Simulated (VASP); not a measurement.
Runs of VASP 6.6.1 on B3C. The structure is that of space group Im-3m (No. 229), or close to it. The cells are those of the table. 

```tsv
task	spin	cell	k mesh	cutoff (eV)	gap on the mesh (eV)	pressure (GPa)	moment (μB)	relaxed volume (Å³/atom)
single point	off	a = 3.197 Å, angles 109.5°, 4 atoms	18 × 18 × 18	520	none	0.1	-	-
relaxation of cell and atoms	off	relaxed from a = 3.655 Å, angles 109.5°, 4 atoms	6 × 6 × 6	600	none	0.2	-	(a)
single point	collinear, ferromagnetic start	a = 3.655 Å, angles 109.5°, 4 atoms	6 × 6 × 6	520	none	-46.6	0.00	-
single point	off	a = 3.655 Å, angles 109.5°, 4 atoms	6 × 6 × 6	520	none	-46.6	-	-
single point	off	a = 3.196 Å, angles 109.5°, 4 atoms	6 × 6 × 6	520	none	-0.1	-	-
relaxation of cell and atoms	off	relaxed from a = 3.196 Å, angles 109.5°, 4 atoms	18 × 18 × 18	600	none	-0.2	-	6.29
single point	collinear, ferromagnetic start	a = 3.196 Å, angles 109.5°, 4 atoms	6 × 6 × 6	520	none	-0.1	0.00	-
```

Alike in all rows: level PBE; potentials or basis VASP PAW PBE potentials, release 64 (B, C); smearing gaussian 0.1 eV.

Question: Fill in the values left out.

Answer: (a) 6.27.

Caveats: some runs use coarse meshes; the volume moved by over 15 % at a fixed basis, so the end points are rough (some runs).

A gap of «none» marks levels without a gap at the run's occupations.
